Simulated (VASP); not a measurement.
# KBr (I4/mmm) in VASP: further runs

KBr is run at these levels: PBEsol; tasks: single point.

Everything below comes from runs of VASP 6.6.1. Logs are shortened: lines on timing, memory, paths and dates and some standing lists are left out, and cuts for length are marked.

## 1. The cell of the first run

Symmetry: I4/mmm, No. 139, tetragonal system. Conventional cell: a = 5.002 Å, b = 5.002 Å, c = 6.288 Å, α = 90.00°, β = 90.00°, γ = 90.00°. K (site symmetry 4/mmm) has 6 Br at 3.14 to 3.54 Å within 4.1 Å. Br (site symmetry 4/mmm) has 6 K at 3.14 to 3.54 Å within 4.1 Å.

## 2. Single point, PBEsol (strain +0.080 along x and y, -0.040 along z)

INCAR reads:

```
SYSTEM = KBr
PREC = Accurate ; ENCUT = 520
EDIFF = 1E-6 ; ISMEAR = 0
SIGMA = 0.05 ; LREAL = .FALSE.
LASPH = .TRUE. ; NELM = 60
ALGO = Normal ; ISIF = 2
LWAVE = .FALSE. ; LCHARG = .FALSE.
GGA = PS ; NBANDS = 15
```

KPOINTS reads:

```
regular mesh
0
G
  6 6 6
  0 0 0
```

POSCAR reads:

```
KBr
1.0
    0.0000000000      3.5368688720      3.1438834418
    3.5368688720      0.0000000000      3.1438834418
    3.5368688720      3.5368688720      0.0000000000
K Br
1 1
Direct
    0.0000000000      0.0000000000      0.0000000000
    0.5000000000      0.5000000000      0.5000000000
```

Potentials or basis: VASP PAW PBE potentials, release 64 (K_sv, Br).

Command:

```
$ cat potpaw_PBE.64/K_sv/POTCAR potpaw_PBE.64/Br/POTCAR > POTCAR
$ mpirun -np 1 vasp_std > vasp.out
```

OUTCAR:

```text
SYSTEM = KBr
   PREC = Accurate
   ENCUT = 520
   EDIFF = 1E-6
   ISMEAR = 0
   LREAL = .FALSE.
   LASPH = .TRUE.
   NELM = 60
   ISIF = 2
   GGA = PS

 ion  position               nearest neighbor table
   1  0.000  0.000  0.000-   2 3.14   2 3.14
   2  0.500  0.500  0.500-   1 3.14   1 3.14

  LATTYP: Found a body centered tetragonal cell.
 ALAT       =     5.0018879271
 C/A-ratio  =     1.2570787221

  Lattice vectors:

 A1 = (   0.0000000000,  -3.5368688720,  -3.1438834418)
 A2 = (   0.0000000000,   3.5368688720,  -3.1438834418)
 A3 = (   3.5368688720,   0.0000000000,   3.1438834418)

Analysis of symmetry for initial positions (statically):
=====================================================================
 Subroutine PRICEL returns:
 Original cell was already a primitive cell.

 Routine SETGRP: Setting up the symmetry group for a
 body centered tetragonal supercell.

 Subroutine GETGRP returns: Found 16 space group operations
 (whereof 16 operations were pure point group operations)
 out of a pool of 16 trial point group operations.

The static configuration has the point symmetry D_4h.

Analysis of symmetry for dynamics (positions and initial velocities):
=====================================================================
 Subroutine PRICEL returns:
 Original cell was already a primitive cell.

 Routine SETGRP: Setting up the symmetry group for a
 body centered tetragonal supercell.

 Subroutine GETGRP returns: Found 16 space group operations
 (whereof 16 operations were pure point group operations)
 out of a pool of 16 trial point group operations.

The dynamic configuration has the point symmetry D_4h.

 Subroutine INISYM returns: Found 16 space group operations
 (whereof 16 operations are pure point group operations),
 and found     1 'primitive' translations

----------------------------------------------------------------------------------------

                                     Primitive cell

  volume of cell :      78.6565

  direct lattice vectors                    reciprocal lattice vectors
     0.000000000  3.536868872  3.143883442    -0.141367978  0.141367978  0.159038975
     3.536868872  0.000000000  3.143883442     0.141367978 -0.141367978  0.159038975
     3.536868872  3.536868872  0.000000000     0.141367978  0.141367978 -0.159038975

  length of vectors
     4.732171226  4.732171226  5.001887927     0.255466643  0.255466643  0.255466643

  position of ions in fractional coordinates (direct lattice)
     0.000000000  0.000000000  0.000000000
     0.500000000  0.500000000  0.500000000

  ion indices of the primitive-cell ions
   primitive index   ion index
                 1           1
                 2           2

----------------------------------------------------------------------------------------

 KPOINTS: regular mesh

Automatic generation of k-mesh.
 Grid dimensions read from file:
 generate k-points for:    6    6    6

 Generating k-lattice:

  Cartesian coordinates                     Fractional coordinates (reciprocal lattice)
    -0.023561330  0.023561330  0.026506496     0.166666667  0.000000000  0.000000000
     0.023561330 -0.023561330  0.026506496     0.000000000  0.166666667  0.000000000
     0.023561330  0.023561330 -0.026506496     0.000000000  0.000000000  0.166666667

  Length of vectors
     0.042577774  0.042577774  0.042577774

  Shift w.r.t. Gamma in fractional coordinates (k-lattice)
     0.000000000  0.000000000  0.000000000

 Subroutine IBZKPT returns following result:
 ===========================================

 Found     30 irreducible k-points:

 Following reciprocal coordinates:
            Coordinates               Weight
  0.000000  0.000000  0.000000      1.000000
  0.166667  0.000000  0.000000      8.000000
  0.333333  0.000000  0.000000      8.000000
  0.500000  0.000000  0.000000      4.000000
  0.166667  0.166667  0.000000      2.000000
  0.333333  0.166667  0.000000      8.000000
[... 16 lines left out ...]
  0.333333  0.000000  0.333333      4.000000
  0.500000  0.000000  0.333333     16.000000
 [... further k-points ...]
   k-points           NKPTS =     30   k-points in BZ     NKDIM =     30   number of bands    NBANDS=     15
   number of dos      NEDOS =    301   number of ions     NIONS =      2
   total plane-waves  NPLWV =  51840
   dimension x,y,z NGX =    36 NGY =   36 NGZ =   40
   dimension x,y,z NGXF=    72 NGYF=   72 NGZF=   80
   ions per type =               1   1
   NGX,Y,Z   is equivalent  to a cutoff of  12.65, 12.65, 13.29 a.u.
   NGXF,Y,Z  is equivalent  to a cutoff of  25.29, 25.29, 26.59 a.u.
 SYSTEM =  KBr
   PREC   = accura    normal or accurate (medium, high low for compatibility)
   ISTART =      0    job   : 0-new  1-cont  2-samecut
   ICHARG =      2    charge: 1-file 2-atom 10-const
   ISPIN  =      1    spin polarized calculation?
   LNONCOLLINEAR =      F non collinear calculations
   LSORBIT =      F    spin-orbit coupling
   LASPH  =      T    aspherical Exc in radial PAW
   ENCUT  =  520.0 eV  38.22 Ry    6.18 a.u.   8.80  8.80  9.30*2*pi/ulx,y,z
   NELM   =     60;   NELMIN=  2; NELMDL= -5     # of ELM steps
   EDIFF  = 0.1E-05   stopping-criterion for ELM
   LREAL  =      F    real-space projection
[... 7 lines left out ...]
   TEBEG  =    0.0;   TEEND  =   0.0 temperature during run
   PSTRESS=    0.0 pullay stress
   NELECT =      16.0000    total number of electrons
   NUPDOWN=      -1.0000    fix difference up-down
   EMIN   =  10.00;   EMAX   =-10.00  energy-range for DOS
   EFERMI =   0.00;   METHOD = LEGACY
   ISMEAR =     0;   SIGMA  =   0.05  broadening in eV -4-tet -1-fermi 0-gaus
   EFERMI_NEDOS =   21; number of points for ismear=-14 and -15
   IALGO  =     38    algorithm
   IMIX   =      4    mixing-type and parameters
     AMIX     =   0.40;   BMIX     =  1.00
     AMIX_MAG =   1.60;   BMIX_MAG =  1.00
  volume/ion in A,a.u.               =      39.33       265.40
  Fermi-wavevector in a.u.,A,eV,Ry     =   0.962801  1.819431 12.612417  0.926987
  Thomas-Fermi vector in A             =   2.092292
   LORBIT       =      0    0 simple, 1 ext, 2 COOP (PROOUT), +10 PAW based schemes
   GGA     = PS    functional components
   LHFCALC =     F    Hartree Fock is set to
   AEXX    =    0.0000 exact exchange contribution
   IVDW    =     0    specifies the selected vdW correction
   LEPSILON=     F    determine dielectric tensor
   LRPA    =     F    only Hartree local field effects (RPA)
 non-spin polarized calculation
 Gauss-broadening in eV      SIGMA  =   0.05
  energy-cutoff  :      520.00
  volume of cell :       78.66
 maximum number of plane-waves:      2133
   NGX = 17   NGY = 17   NGZ = 19

 number of electron      16.0000001 magnetization

 Free energy of the ion-electron system (eV)
  ---------------------------------------------------
  ext. energy  EPLUGINS =         0.00000000
  ---------------------------------------------------
  free energy    TOTEN  =        -6.37759400 eV

  energy without entropy =       -6.37759400  energy(sigma->0) =       -6.37759400

 E-fermi :  -1.9172     XC(G=0):  -7.1513

 val. band max:       -2.1326664944   @ k =   0.0000   0.0000   0.0000
 cond. band min:       1.9154801349   @ k =   0.0000   0.0000   0.0000
 fundamental gap:      4.0481466294
 Fermi energy:        -1.9171574716

 k-point     1 :       0.0000    0.0000    0.0000
  band No.  band energies     occupation
      1     -29.9354      2.00000
      2     -14.3736      2.00000
      3     -13.4830      2.00000
      4     -13.4773      2.00000
      5     -13.4773      2.00000
      6      -2.1607      2.00000
      7      -2.1607      2.00000
      8      -2.1327      2.00000
      9       1.9155      0.00000
     10       5.1633      0.00000
     11       5.1633      0.00000
     12       5.8599      0.00000
     13       5.8729      0.00000
     14       6.4633      0.00000
     15       9.0975      0.00000

 k-point     2 :       0.1667    0.0000    0.0000
  band No.  band energies     occupation
      1     -29.9344      2.00000
      2     -14.4321      2.00000
      3     -13.4805      2.00000
      4     -13.4797      2.00000
      5     -13.4031      2.00000
      6      -2.4773      2.00000
      7      -2.2364      2.00000
      8      -2.2243      2.00000
      9       2.5117      0.00000
     10       5.1628      0.00000
     11       5.4837      0.00000
     12       5.9439      0.00000
     13       6.1680      0.00000
     14       6.8290      0.00000
     15       9.8744      0.00000

 k-point     3 :       0.3333    0.0000    0.0000
  band No.  band energies     occupation
      1     -29.9325      2.00000
      2     -14.5284      2.00000
      3     -13.4869      2.00000
      4     -13.4819      2.00000
      5     -13.2658      2.00000
      6      -2.9959      2.00000
      7      -2.3785      2.00000
      8      -2.3749      2.00000
      9       3.6180      0.00000
     10       5.2732      0.00000
     11       6.2931      0.00000
     12       6.6372      0.00000
     13       6.9313      0.00000
     14       7.7391      0.00000
     15       8.6096      0.00000

 k-point     4 :       0.5000    0.0000    0.0000
  band No.  band energies     occupation
      1     -29.9316      2.00000
      2     -14.5697      2.00000
      3     -13.4901      2.00000
      4     -13.4831      2.00000
      5     -13.2036      2.00000
      6      -3.2142      2.00000
      7      -2.4464      2.00000
      8      -2.4455      2.00000
      9       4.1055      0.00000
     10       5.5905      0.00000
     11       7.1140      0.00000
     12       7.3193      0.00000
     13       7.4215      0.00000
     14       7.9617      0.00000
     15       8.1480      0.00000
[... 307 lines left out ...]
 k-point    22 :      -0.3333    0.5000    0.1667
  band No.  band energies     occupation
      1     -29.9298      2.00000
      2     -14.3223      2.00000
      3     -13.5421      2.00000
      4     -13.5204      2.00000
      5     -13.4654      2.00000
      6      -2.6996      2.00000
      7      -2.6260      2.00000
      8      -2.5625      2.00000
      9       4.1751      0.00000
     10       5.4462      0.00000
     11       5.8560      0.00000
     12       6.8732      0.00000
     13       7.6636      0.00000
     14       8.1784      0.00000
     15       8.5224      0.00000

 k-point    23 :       0.3333    0.0000    0.3333
  band No.  band energies     occupation
      1     -29.9322      2.00000
      2     -14.3545      2.00000
      3     -13.5057      2.00000
      4     -13.4866      2.00000
      5     -13.4820      2.00000
      6      -2.8629      2.00000
      7      -2.3311      2.00000
      8      -2.2903      2.00000
      9       3.9219      0.00000
     10       4.0263      0.00000
     11       6.6537      0.00000
     12       6.8427      0.00000
     13       7.2293      0.00000
     14       7.5858      0.00000
     15       8.0371      0.00000

 k-point    24 :       0.5000    0.0000    0.3333
  band No.  band energies     occupation
      1     -29.9313      2.00000
      2     -14.3860      2.00000
      3     -13.5258      2.00000
      4     -13.4913      2.00000
      5     -13.4203      2.00000
      6      -2.8889      2.00000
      7      -2.5280      2.00000
      8      -2.3705      2.00000
      9       4.1415      0.00000
     10       4.7991      0.00000
     11       6.2139      0.00000
     12       7.1087      0.00000
     13       7.2837      0.00000
     14       7.9944      0.00000
     15       8.2316      0.00000

 [... further k-points ...]

------------------------ aborting loop because EDIFF is reached ----------------------------------------

  FORCE on cell =-STRESS in cart. coord.  units (eV):
  Direction    XX          YY          ZZ          XY          YZ          ZX
  --------------------------------------------------------------------------------------
  -------------------------------------------------------------------------------------
  Total       -0.8240177     -0.8240177      0.5270972      0.0000000      0.0000000     -0.0000000
  in kB      -16.7846678    -16.7846678     10.7366050      0.0000000      0.0000000     -0.0000000
  external PRESSURE =      -7.6109102 kB  Pullay stress =       0.0000000 kB

 VOLUME and BASIS-vectors are now :
 -----------------------------------------------------------------------------
  energy-cutoff  :      520.00
  volume of cell :       78.66
      direct lattice vectors                 reciprocal lattice vectors
     0.000000000  3.536868872  3.143883442    -0.141367978  0.141367978  0.159038975
     3.536868872  0.000000000  3.143883442     0.141367978 -0.141367978  0.159038975
     3.536868872  3.536868872  0.000000000     0.141367978  0.141367978 -0.159038975

 POSITION                                       TOTAL-FORCE (eV/Angst)
 -----------------------------------------------------------------------------------
      0.00000      0.00000      0.00000         0.000000      0.000000      0.000000
      3.53687      3.53687      3.14388         0.000000      0.000000     -0.000000
 -----------------------------------------------------------------------------------
    total drift:                                0.000000      0.000000      0.000000

  FREE ENERGIE OF THE ION-ELECTRON SYSTEM (eV)
  ---------------------------------------------------
  free  energy   TOTEN  =        -6.3775940012 eV

  energy  without entropy=       -6.3775940012  energy(sigma->0) =       -6.37759400
```

Wall time 16 s (1 thread of Intel Xeon 6975P-C (Granite Rapids), shared host); peak memory 0.23 GiB.

Results:

- Free energy: -6.3776 eV
- Pressure: -0.8 GPa
- Band gap on the k mesh: 4.05 eV, direct

Stress tensor (GPa, compression positive):
```
-1.68  0.00  0.00
 0.00 -1.68  0.00
 0.00  0.00  1.07
```

Caveat: the cell differs from its parent crystal (strain +0.080 along x and y, -0.040 along z); the PAW data sets were made with another functional, which shifts forces and pressure a little.

## 3. Single point, PBEsol (strain +0.080 along x and y, +0.000 along z)

INCAR reads:

```
SYSTEM = KBr
PREC = Accurate
ENCUT = 520
EDIFF = 1E-7
ISMEAR = 0
SIGMA = 0.05
LREAL = .FALSE.
LASPH = .TRUE.
NELM = 80
ALGO = Normal
ISIF = 2
LWAVE = .FALSE.
LCHARG = .FALSE.
GGA = PS
NBANDS = 15
```

KPOINTS is that of step 2.

POSCAR reads:

```
KBr
1.0
    0.0000000000      3.5368688720      3.2748785852
    3.5368688720      0.0000000000      3.2748785852
    3.5368688720      3.5368688720      0.0000000000
K Br
1 1
Direct
    0.0000000000      0.0000000000      0.0000000000
    0.5000000000      0.5000000000      0.5000000000
```

Potentials or basis: VASP PAW PBE potentials, release 64 (K_sv, Br).

Command:

```
$ cat potpaw_PBE.64/K_sv/POTCAR potpaw_PBE.64/Br/POTCAR > POTCAR
$ mpirun -np 1 vasp_std > vasp.out
```

Run time: 26 s. Hardware: 1 thread of Intel Xeon 6975P-C (Granite Rapids), shared host; peak memory 0.22 GiB.

The run converged. Its results:

* Free energy: -6.3807 eV
* Pressure: -1.4 GPa
* Band gap on the k mesh: 3.99 eV, direct

Stress tensor (GPa, compression positive):
```
-1.80  0.00  0.00
 0.00 -1.80  0.00
 0.00  0.00 -0.63
```

Levels at points of the mesh, in eV from the valence-band top:
| k point | band 4 | band 5 | band 6 | band 7 | band 8 | band 9 | band 10 | band 11 | band 12 | band 13 |
| --- | --- | --- | --- | --- | --- | --- | --- | --- | --- | --- |
| (0.00, 0.00, 0.00) | -11.44 | -11.43 | 0.00 | 0.00 | 0.00 | 3.99 | 7.36 | 7.36 | 7.80 | 8.08 |
| (0.50, 0.00, 0.00) | -11.44 | -11.22 | -0.98 | -0.25 | -0.25 | 6.18 | 7.62 | 9.29 | 9.35 | 9.43 |
| (0.50, 0.50, 0.00) | -11.46 | -11.46 | -0.65 | -0.30 | -0.30 | 5.82 | 6.78 | 8.95 | 9.19 | 9.23 |
| (0.50, 0.00, 0.50) | -11.46 | -11.45 | -0.71 | -0.25 | -0.18 | 5.92 | 6.61 | 8.53 | 9.05 | 9.22 |

Caveat: the cell differs from its parent crystal (strain +0.080 along x and y, +0.000 along z); the PAW data sets were made with another functional, which shifts forces and pressure a little.

## 4. Single point, PBEsol (strain +0.080 along x and y, +0.040 along z)

INCAR reads:

```
PREC     = Accurate       # precision mode
ENCUT    = 520            # plane-wave cutoff, eV
EDIFF    = 1E-7           # SCF threshold, eV
ISMEAR   = 0              # smearing method
SIGMA    = 0.05           # smearing width, eV
LREAL    = F              # projectors in reciprocal space
LASPH    = T              # aspherical terms in the spheres
NELM     = 80             # most SCF steps
ALGO     = Normal         # electronic algorithm
ISIF     = 2              # what is computed and relaxed
LWAVE    = F              # write WAVECAR
LCHARG   = F              # write CHGCAR
GGA      = PS             # functional
NBANDS   = 15             # bands
```

KPOINTS reads:

```
Automatic mesh
0
Gamma
  6 6 6
```

POSCAR reads:

```
KBr
1.0
    0.0000000000      3.5368688720      3.4058737286
    3.5368688720      0.0000000000      3.4058737286
    3.5368688720      3.5368688720      0.0000000000
K Br
1 1
Direct
    0.0000000000      0.0000000000      0.0000000000
    0.5000000000      0.5000000000      0.5000000000
```

Command:

```
$ cat potpaw_PBE.64/K_sv/POTCAR potpaw_PBE.64/Br/POTCAR > POTCAR
$ mpirun -np 1 vasp_std > vasp.out
```

It took 38 s on 1 thread of Intel Xeon 6975P-C (Granite Rapids), shared host; peak memory 0.25 GiB.

The run converged. Its results:

```yaml
Free_energy: -6.3576 eV
Pressure: -1.8 GPa
Band_gap_on_the_k_mesh: 3.91 eV, direct
```

Stress tensor (GPa, compression positive):
```
-1.91  0.00  0.00
 0.00 -1.91  0.00
 0.00  0.00 -1.56
```

Levels at points of the mesh, in eV from the valence-band top:
```
           k point  band 4  band 5  band 6  band 7  band 8  band 9  band 10  band 11  band 12  band 13
(0.00, 0.00, 0.00)  -11.55  -11.54   -0.01    0.00    0.00    3.91     7.40     7.40     7.61     8.12
(0.50, 0.00, 0.00)  -11.54  -11.36   -0.90   -0.23   -0.23    6.10     7.48     9.24     9.29     9.31
(0.50, 0.50, 0.00)  -11.57  -11.57   -0.64   -0.26   -0.26    5.87     6.58     8.62     9.02     9.08
(0.50, 0.00, 0.50)  -11.56  -11.56   -0.66   -0.24   -0.20    5.92     6.50     8.41     8.98     9.05
```

Caveat: the cell differs from its parent crystal (strain +0.080 along x and y, +0.040 along z); the PAW data sets were made with another functional, which shifts forces and pressure a little.

## 5. Overview

```csv
cell,gap on the mesh (eV),pressure (GPa)
"a = 4.732, b = 4.732, c = 5.002 Å, angles 58.1, 58.1, 63.8°, 2 atoms",4.05,-0.8
"a = 4.820, b = 4.820, c = 5.002 Å, angles 58.7, 58.7, 62.5°, 2 atoms",3.99,-1.4
"a = 4.910, b = 4.910, c = 5.002 Å, angles 59.4, 59.4, 61.2°, 2 atoms",3.91,-1.8
```

Alike in all rows: task single point; level PBEsol; potentials or basis VASP PAW PBE potentials, release 64 (K_sv, Br); no spin polarisation; k mesh 6 × 6 × 6; cutoff (eV) 520; smearing gaussian 0.05 eV.

Caveats: the PAW data sets were made with another functional, which shifts forces and pressure a little.

Total energies depend on the potentials used, so only differences within one code and one set of settings carry meaning.
